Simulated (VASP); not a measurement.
# PbS (P-6m2) in VASP: notebook

PbS is run at these levels: PBE, RPBE+D4, revPBE+D3(BJ), revPBE+D4, r2SCAN; tasks: single point, relaxation of cell and atoms.

Program: VASP 6.6.1. These are calculated values, not measurements. Logs are shortened: lines on timing, memory, paths and dates and some standing lists are left out, and cuts for length are marked.

### 1 The cell of the first run

It takes space group P-6m2 (No. 187, hexagonal). The conventional cell has a = 4.090 Å, b = 4.090 Å, c = 3.788 Å, α = 90.00°, β = 90.00°, γ = 120.00°. Pb (site symmetry -6m2) has 6 S at 3.03 Å and 8 Pb at 3.79 to 4.09 Å within 4.1 Å. Within 4.1 Å of S (site symmetry -6m2) lie 6 Pb at 3.03 Å and 8 S at 3.79 to 4.09 Å.

### 2 Single point, PBE

Contents of INCAR:

```
SYSTEM = PbS
ALGO = Normal
EDIFF = 1E-6
ENCUT = 520
GGA = PE
ISIF = 2
ISMEAR = 0
LASPH = .True.
LCHARG = .False.
LREAL = .False.
LWAVE = .False.
NBANDS = 17
NELM = 60
PREC = Accurate
SIGMA = 0.023
```

Contents of KPOINTS:

```
k-points
0
Gamma
  8 8 7
  0 0 0
```

Contents of POSCAR:

```
PbS
1.0
    4.0896976867      0.0000000000      0.0000000000
   -2.0448488433      3.5417820905      0.0000000000
    0.0000000000      0.0000000000      3.7881670000
Pb S
1 1
Direct
    0.0000000000      0.0000000000      0.0000000000
    0.6666666667      0.3333333333      0.5000000000
```

Potentials or basis: VASP PAW PBE potentials, release 64 (Pb_d, S).

Started as:

```bash
$ cat potpaw_PBE.64/Pb_d/POTCAR potpaw_PBE.64/S/POTCAR > POTCAR
$ mpirun -np 1 vasp_std > vasp.out
```

OUTCAR:

```text
SYSTEM = PbS
   EDIFF = 1E-6
   ENCUT = 520
   GGA = PE
   ISIF = 2
   ISMEAR = 0
   LASPH = .True.
   LREAL = .False.
   NELM = 60
   PREC = Accurate

 ion  position               nearest neighbor table
   1  0.000  0.000  0.000-   2 3.03   2 3.03   2 3.03   2 3.03   2 3.03   2 3.03
   2  0.667  0.333  0.500-   1 3.03   1 3.03   1 3.03   1 3.03   1 3.03   1 3.03

  LATTYP: Found a hexagonal cell.
 ALAT       =     4.0896976867
 C/A-ratio  =     0.9262706660

  Lattice vectors:

 A1 = (   4.0896976867,   0.0000000000,   0.0000000000)
 A2 = (  -2.0448488433,   3.5417820905,   0.0000000000)
 A3 = (   0.0000000000,   0.0000000000,   3.7881670000)

Analysis of symmetry for initial positions (statically):
=====================================================================
 Subroutine PRICEL returns:
 Original cell was already a primitive cell.

 Routine SETGRP: Setting up the symmetry group for a
 hexagonal supercell.

 Subroutine GETGRP returns: Found 12 space group operations
 (whereof 12 operations were pure point group operations)
 out of a pool of 24 trial point group operations.

The static configuration has the point symmetry D_3h.

Analysis of symmetry for dynamics (positions and initial velocities):
=====================================================================
 Subroutine PRICEL returns:
 Original cell was already a primitive cell.

 Routine SETGRP: Setting up the symmetry group for a
 hexagonal supercell.

 Subroutine GETGRP returns: Found 12 space group operations
 (whereof 12 operations were pure point group operations)
 out of a pool of 24 trial point group operations.

The dynamic configuration has the point symmetry D_3h.

 Subroutine INISYM returns: Found 12 space group operations
 (whereof 12 operations are pure point group operations),
 and found     1 'primitive' translations

----------------------------------------------------------------------------------------

                                     Primitive cell

  volume of cell :      54.8709

  direct lattice vectors                    reciprocal lattice vectors
     4.089697687  0.000000000  0.000000000     0.244516851  0.141171870  0.000000000
    -2.044848843  3.541782090  0.000000000     0.000000000  0.282343740  0.000000000
     0.000000000  0.000000000  3.788167000     0.000000000  0.000000000  0.263979914

  length of vectors
     4.089697687  4.089697687  3.788167000     0.282343740  0.282343740  0.263979914

  position of ions in fractional coordinates (direct lattice)
     0.000000000  0.000000000  0.000000000
     0.666666667  0.333333333  0.500000000

  ion indices of the primitive-cell ions
   primitive index   ion index
                 1           1
                 2           2

----------------------------------------------------------------------------------------

 KPOINTS: k-points

Automatic generation of k-mesh.
 Grid dimensions read from file:
 generate k-points for:    8    8    7

 Generating k-lattice:

  Cartesian coordinates                     Fractional coordinates (reciprocal lattice)
     0.030564606  0.017646484  0.000000000     0.125000000  0.000000000  0.000000000
     0.000000000  0.035292967  0.000000000     0.000000000  0.125000000  0.000000000
     0.000000000  0.000000000  0.037711416     0.000000000  0.000000000  0.142857143

  Length of vectors
     0.035292967  0.035292967  0.037711416

  Shift w.r.t. Gamma in fractional coordinates (k-lattice)
     0.000000000  0.000000000  0.000000000

 Subroutine IBZKPT returns following result:
 ===========================================

 Found     40 irreducible k-points:

 Following reciprocal coordinates:
            Coordinates               Weight
  0.000000  0.000000  0.000000      1.000000
  0.125000  0.000000  0.000000      6.000000
  0.250000  0.000000  0.000000      6.000000
  0.375000  0.000000  0.000000      6.000000
  0.500000  0.000000  0.000000      3.000000
  0.125000  0.125000  0.000000      6.000000
[... 16 lines left out ...]
  0.250000  0.000000  0.285714     12.000000
[... 43 lines left out ...]

 E-fermi :   5.2066     XC(G=0):  -9.4358

 val. band max:        5.0979355812   @ k =   0.3750   0.2500   0.0000
 cond. band min:       5.3076761624   @ k =   0.3750   0.2500   0.4286
 fundamental gap:      0.2097405811
 Fermi energy:         5.2065630602

 k-point     1 :       0.0000    0.0000    0.0000
  band No.  band energies     occupation
      1     -11.7112      2.00000
      2     -11.6943      2.00000
      3     -11.6943      2.00000
      4     -11.5910      2.00000
      5     -11.5910      2.00000
      6      -7.9617      2.00000
[... 9 lines left out ...]
     16      16.2453      0.00000
     17      16.3316      0.00000

 k-point     2 :       0.1250    0.0000    0.0000
  band No.  band energies     occupation
      1     -11.7078      2.00000
      2     -11.6971      2.00000
      3     -11.6851      2.00000
      4     -11.5957      2.00000
      5     -11.5920      2.00000
      6      -7.8406      2.00000
[... 9 lines left out ...]
     16      15.3827      0.00000
     17      15.9769      0.00000

 k-point     3 :       0.2500    0.0000    0.0000
  band No.  band energies     occupation
      1     -11.7136      2.00000
      2     -11.6900      2.00000
      3     -11.6629      2.00000
      4     -11.6071      2.00000
      5     -11.5945      2.00000
      6      -7.5085      2.00000
[... 9 lines left out ...]
     16      15.7521      0.00000
     17      16.1994      0.00000

 k-point     4 :       0.3750    0.0000    0.0000
  band No.  band energies     occupation
      1     -11.7247      2.00000
      2     -11.6778      2.00000
      3     -11.6403      2.00000
      4     -11.6184      2.00000
      5     -11.5969      2.00000
      6      -7.0897      2.00000
[... 9 lines left out ...]
     16      16.1276      0.00000
     17      16.2307      0.00000
[... 343 lines left out ...]
      1     -11.6920      2.00000
      2     -11.6804      2.00000
      3     -11.6342      2.00000
      4     -11.6281      2.00000
      5     -11.6202      2.00000
      6      -7.2910      2.00000
[... 9 lines left out ...]
     16      14.0857      0.00000
     17      14.8263      0.00000

 k-point    23 :       0.2500    0.0000    0.2857
  band No.  band energies     occupation
      1     -11.7010      2.00000
      2     -11.6591      2.00000
      3     -11.6516      2.00000
      4     -11.6237      2.00000
      5     -11.6191      2.00000
      6      -7.0040      2.00000
[... 9 lines left out ...]
     16      14.2843      0.00000
     17      16.0253      0.00000

 k-point    24 :       0.3750    0.0000    0.2857
  band No.  band energies     occupation
      1     -11.7124      2.00000
      2     -11.6715      2.00000
      3     -11.6378      2.00000
      4     -11.6269      2.00000
      5     -11.6045      2.00000
      6      -6.6674      2.00000
[... 9 lines left out ...]
     16      15.5909      0.00000
     17      17.2415      0.00000

 [... further k-points ...]

------------------------ aborting loop because EDIFF is reached ----------------------------------------

  FORCE on cell =-STRESS in cart. coord.  units (eV):
  Direction    XX          YY          ZZ          XY          YZ          ZX
  --------------------------------------------------------------------------------------
  -------------------------------------------------------------------------------------
  Total        0.0050361      0.0050361     -0.0058101      0.0000000      0.0000000     -0.0000000
  in kB        0.1470486      0.1470486     -0.1696503      0.0000000      0.0000000     -0.0000000
  external PRESSURE =       0.0414823 kB  Pullay stress =       0.0000000 kB

 VOLUME and BASIS-vectors are now :
 -----------------------------------------------------------------------------
  energy-cutoff  :      520.00
  volume of cell :       54.87
      direct lattice vectors                 reciprocal lattice vectors
     4.089697687  0.000000000  0.000000000     0.244516851  0.141171870  0.000000000
    -2.044848843  3.541782090  0.000000000     0.000000000  0.282343740  0.000000000
     0.000000000  0.000000000  3.788167000     0.000000000  0.000000000  0.263979914

 POSITION                                       TOTAL-FORCE (eV/Angst)
 -----------------------------------------------------------------------------------
      0.00000      0.00000      0.00000        -0.000000     -0.000000      0.000000
      2.04485      1.18059      1.89408         0.000000      0.000000      0.000000
 -----------------------------------------------------------------------------------
    total drift:                               -0.000000      0.000000      0.000000

  FREE ENERGIE OF THE ION-ELECTRON SYSTEM (eV)
  ---------------------------------------------------
  free  energy   TOTEN  =        -8.5228308396 eV

  energy  without entropy=       -8.5228308396  energy(sigma->0) =       -8.52283084
```

Run time: 13 s. Hardware: 1 thread of Intel Xeon 6975P-C (Granite Rapids), shared host; peak memory 0.18 GiB.

Results:

| Property | Result |
| --- | --- |
| Free energy | -8.5228 eV |
| Pressure | 0.0 GPa |
| Band gap on the k mesh | 0.21 eV (least direct gap 1.65 eV) |

Caveat: spin-orbit coupling is left out, which moves the levels of the heavy elements; an odd mesh through Γ misses points on the zone boundary, where band edges can lie.

### 3 Relaxation of cell and atoms, RPBE+D4

Contents of INCAR:

```
SYSTEM = PbS
PREC = Accurate
ENCUT = 600
EDIFF = 1E-6
ISMEAR = -1
SIGMA = 0.05
LREAL = .False.
LASPH = .True.
NELM = 60
ALGO = Normal
ISIF = 3
LWAVE = .False.
LCHARG = .False.
GGA = RP
IVDW = 13
IBRION = 2
NSW = 60
EDIFFG = -0.01
```

Contents of KPOINTS:

```
Automatic mesh
0
Gamma
  8 8 7
  0 0 0
```

POSCAR is that of step 2.

Potentials or basis: VASP PAW PBE potentials, release 64 (Pb_d, S).

Started as:

```bash
$ cat potpaw_PBE.64/Pb_d/POTCAR potpaw_PBE.64/S/POTCAR > POTCAR
$ mpirun -np 1 vasp_std > vasp.out
```

It took 44 s on 1 thread of Intel Xeon 6975P-C (Granite Rapids), shared host; peak memory 0.22 GiB.

The run converged. Its results:

- Free energy: -9.2288 eV
- Relaxed volume: 26.35 Å³/atom
- Relaxed cell: a = 4.012 Å, b = 4.012 Å, c = 3.781 Å, α = 90.00°, β = 90.00°, γ = 120.00°
- Space group after relaxing (to 0.1 Å): P-6m2 (No. 187)
- Energy gained by relaxing: 6.4 meV/atom
- Ionic steps: 5
- Pressure after relaxing: 0.0 GPa
- Band gap on the k mesh: 0.10 eV (least direct gap 1.75 eV)
- Dispersion energy per atom: -0.705 eV

The path:
```
step  energy change (eV)  largest force (eV/Å)  pressure (GPa)  volume (Å³)
   1              0.0000                0.0000           -1.68        54.87
   2             -0.0112                0.0000            0.29        52.61
   3             -0.0113                0.0000            0.07        52.84
   4             -0.0125                0.0000            0.01        52.77
   5             -0.0128                0.0000           -0.02        52.70
```

Final structure:
```yaml
crystal:
  lattice:
    - [4.01209, 0.00000, 0.00000]
    - [-2.00604, 3.47457, 0.00000]
    - [0.00000, 0.00000, 3.78053]
  atoms:
    - { symbol: Pb, position: [0.00000, 0.00000, 0.00000] }
    - { symbol: S, position: [0.66667, 0.33333, 0.50000] }
```

Levels at points of the mesh, in eV from the valence-band top:
```tsv
k point	band 7	band 8	band 9	band 10	band 11	band 12	band 13	band 14
(0.00, 0.00, 0.00)	-6.28	-2.36	-1.67	-1.67	3.70	3.70	5.24	6.81
(0.50, 0.00, 0.00)	-8.47	-2.73	-1.75	-1.30	1.98	3.96	5.42	5.54
```

Caveat: the PAW data sets were made with another functional, which shifts forces and pressure a little; spin-orbit coupling is left out, which moves the levels of the heavy elements; an odd mesh through Γ misses points on the zone boundary, where band edges can lie.

### 4 Relaxation of cell and atoms, revPBE+D3(BJ)

Contents of INCAR:

```
  ALGO = Normal
  EDIFF = 1E-6
  EDIFFG = -0.01
  ENCUT = 600
  GGA = RE
  IBRION = 2
  ISIF = 3
  ISMEAR = -1
  IVDW = 12
  LASPH = True
  LCHARG = False
  LREAL = False
  LWAVE = False
  NELM = 100
  NSW = 60
  PREC = Accurate
  SIGMA = 0.05
```

Contents of KPOINTS:

```
k-points
0
Gamma
  8 8 7
```

POSCAR is that of step 3.

Started as:

```bash
$ cat potpaw_PBE.64/Pb_d/POTCAR potpaw_PBE.64/S/POTCAR > POTCAR
$ mpirun -np 1 vasp_std > vasp.out
```

Run time: 52 s. Hardware: 1 thread of Intel Xeon 6975P-C (Granite Rapids), shared host; peak memory 0.23 GiB.

It converged, with:

```yaml
Free_energy: -9.1943 eV
Relaxed_volume: 25.97 Å³/atom
Relaxed_cell: a = 3.987 Å, b = 3.987 Å, c = 3.772 Å, α = 90.00°, β = 90.00°, γ = 120.00°
Space_group_after_relaxing_to_0.1_Å: P-6m2 (No. 187)
Energy_gained_by_relaxing: 11.4 meV/atom
Ionic_steps: 6
Pressure_after_relaxing: 0.0 GPa
Dispersion_energy_per_atom: -0.654 eV
```

Step by step:
```
step  energy change (eV)  largest force (eV/Å)  pressure (GPa)  volume (Å³)
   1              0.0000                0.0000           -2.34        54.87
   2             -0.0198                0.0000            0.48        51.74
   3             -0.0204                0.0000            0.03        52.18
   4             -0.0223                0.0000           -0.01        52.06
   5             -0.0228                0.0000           -0.04        51.91
   6             -0.0229                0.0000           -0.03        51.93
```

Final structure:
```
Pb S
1.0
     3.98704    0.00000    0.00000
    -1.99352    3.45288    0.00000
     0.00000    0.00000    3.77230
Pb S
1 1
Cartesian
  0.0000 0.0000 0.0000
  1.9935 1.1510 1.8861
```

Levels at points of the mesh, in eV from the Fermi level:
```tsv
k point	band 6	band 7	band 8	band 9	band 10	band 11	band 12	band 13	band 14
(0.00, 0.00, 0.00)	-13.47	-6.25	-2.44	-1.68	-1.68	3.73	3.73	5.20	6.89
(0.50, 0.00, 0.00)	-12.24	-8.51	-2.77	-1.77	-1.34	1.97	3.95	5.38	5.61
```

Caveat: the PAW data sets were made with another functional, which shifts forces and pressure a little; spin-orbit coupling is left out, which moves the levels of the heavy elements.

### 5 Relaxation of cell and atoms, revPBE+D4

Contents of INCAR:

```
SYSTEM = PbS
ALGO = Normal ; EDIFF = 1E-6
EDIFFG = -0.01 ; ENCUT = 600
GGA = RE ; IBRION = 2
ISIF = 3 ; ISMEAR = -1
IVDW = 13 ; LASPH = .TRUE.
LCHARG = .FALSE. ; LREAL = .FALSE.
LWAVE = .FALSE. ; NELM = 80
NSW = 60 ; PREC = Accurate
SIGMA = 0.05
```

Contents of KPOINTS:

```
k-points
0
G
  8 8 7
  0 0 0
```

POSCAR is that of step 4.

Started as:

```bash
$ cat potpaw_PBE.64/Pb_d/POTCAR potpaw_PBE.64/S/POTCAR > POTCAR
$ mpirun -np 1 vasp_std > vasp.out
```

Wall time 46 s (1 thread of Intel Xeon 6975P-C (Granite Rapids), shared host); peak memory 0.22 GiB.

The run converged. Its results:

```yaml
Free_energy: -9.1077 eV
Relaxed_volume: 26.31 Å³/atom
Relaxed_cell: a = 4.009 Å, b = 4.009 Å, c = 3.780 Å, α = 90.00°, β = 90.00°, γ = 120.00°
Space_group_after_relaxing_to_0.1_Å: P-6m2 (No. 187)
Energy_gained_by_relaxing: 6.8 meV/atom
Ionic_steps: 5
Pressure_after_relaxing: 0.0 GPa
Band_gap_on_the_k_mesh: 0.07 eV (least direct gap 1.73 eV)
Dispersion_energy_per_atom: -0.602 eV
```

Step by step:
| step | energy change (eV) | largest force (eV/Å) | pressure (GPa) | volume (Å³) |
| --- | --- | --- | --- | --- |
| 1 | 0.0000 | 0.0000 | -1.73 | 54.87 |
| 2 | -0.0118 | 0.0000 | 0.29 | 52.55 |
| 3 | -0.0119 | 0.0000 | 0.06 | 52.78 |
| 4 | -0.0132 | 0.0000 | 0.01 | 52.70 |
| 5 | -0.0135 | 0.0000 | -0.02 | 52.62 |

Final structure:
```
Pb S
1.0
     4.00915    0.00000    0.00000
    -2.00458    3.47203    0.00000
     0.00000    0.00000    3.78028
Pb S
1 1
Cartesian
  0.0000 0.0000 0.0000
  2.0046 1.1573 1.8901
```

Levels at points of the mesh, in eV from the valence-band top:
| k point | band 8 | band 9 | band 10 | band 11 | band 12 | band 13 |
| --- | --- | --- | --- | --- | --- | --- |
| (0.00, 0.00, 0.00) | -2.38 | -1.67 | -1.67 | 3.69 | 3.69 | 5.22 |
| (0.50, 0.00, 0.00) | -2.74 | -1.77 | -1.30 | 1.96 | 3.94 | 5.40 |

Caveat: the PAW data sets were made with another functional, which shifts forces and pressure a little; spin-orbit coupling is left out, which moves the levels of the heavy elements; an odd mesh through Γ misses points on the zone boundary, where band edges can lie.

### 6 Single point, r2SCAN, non-collinear spin, zero start, spin-orbit coupling

POSCAR is that of step 5.

Contents of INCAR.step1:

```
  PREC = Accurate
  ENCUT = 520
  ISMEAR = -1
  SIGMA = 0.05
  LREAL = F
  LASPH = T
  NELM = 150
  MAGMOM = 0 0 0 0 0 0
  LSORBIT = T
  GGA_COMPAT = F
  NBANDS = 32
  GGA = PE
  ALGO = Normal
  EDIFF = 1E-4
  LWAVE = T
  LCHARG = F
```

Contents of INCAR.step2:

```
  PREC = Accurate
  ENCUT = 520
  EDIFF = 1E-6
  ISMEAR = -1
  SIGMA = 0.05
  LREAL = F
  LASPH = T
  NELM = 150
  ALGO = Normal
  ISIF = 2
  LWAVE = F
  LCHARG = T
  MAGMOM = 0 0 0 0 0 0
  LORBIT = 11
  LSORBIT = T
  GGA_COMPAT = F
  LORBMOM = T
  METAGGA = R2SCAN
  LMIXTAU = T
  LVHAR = T
  NBANDS = 32
  ISTART = 1
```

Contents of KPOINTS:

```
Automatic mesh
0
Gamma
  6 6 5
```

Potentials or basis: VASP PAW PBE potentials, release 64 (Pb_d, S).

Started as:

```bash
$ cat potpaw_PBE.64/Pb_d/POTCAR potpaw_PBE.64/S/POTCAR > POTCAR
$ cp INCAR.step1 INCAR
$ mpirun -np 1 vasp_ncl > vasp.out
$ cp INCAR.step2 INCAR
$ mpirun -np 1 vasp_ncl > vasp.out
```

Run time: 4.1 min. Hardware: 1 thread of Intel Xeon 6975P-C (Granite Rapids), shared host; peak memory 0.34 GiB.

The run converged. Its results:

- Free energy: -65.7092 eV
- Pressure: -1.4 GPa
- Net moment: 0.00 μB per cell
- Valence electrons inside the program's atomic spheres: Pb 11.80; S 3.68

Stress tensor (GPa, compression positive):
```
-1.54  0.00  0.00
 0.00 -1.54  0.00
 0.00  0.00 -1.00
```

Moments on the atoms (μB; x, y, z):
```
Pb  0.00 0.00 0.00
S   0.00 0.00 0.00
```

Caveat: the PAW data sets were made with another functional, which shifts forces and pressure a little.

### 7 Overview

| task | level | spin | cell | k mesh | cutoff (eV) | smearing | gap on the mesh (eV) | pressure (GPa) | relaxed volume (Å³/atom) |
| --- | --- | --- | --- | --- | --- | --- | --- | --- | --- |
| single point | PBE | off | as given | 8 × 8 × 7 | 520 | gaussian 0.023 eV | 0.21 | 0.0 | - |
| relaxation of cell and atoms | RPBE+D4 | off | relaxed | 8 × 8 × 7 | 600 | fermi-dirac 0.05 eV | 0.10 | 0.0 | 26.35 |
| relaxation of cell and atoms | revPBE+D3(BJ) | off | relaxed | 8 × 8 × 7 | 600 | fermi-dirac 0.05 eV | - | 0.0 | 25.97 |
| relaxation of cell and atoms | revPBE+D4 | off | relaxed | 8 × 8 × 7 | 600 | fermi-dirac 0.05 eV | 0.07 | 0.0 | 26.31 |
| single point | r2SCAN | non-collinear, zero start, SOC | as given | 6 × 6 × 5 | 520 | fermi-dirac 0.05 eV | - | -1.4 | - |

Alike in all rows: potentials or basis VASP PAW PBE potentials, release 64 (Pb_d, S).

Caveats: spin-orbit coupling is left out, which moves the levels of the heavy elements (at least some runs); the PAW data sets were made with another functional, which shifts forces and pressure a little (at least some runs); an odd mesh through Γ misses points on the zone boundary, where band edges can lie (at least some runs).

Total energies depend on the potentials used, so only differences within one code and one set of settings carry meaning.
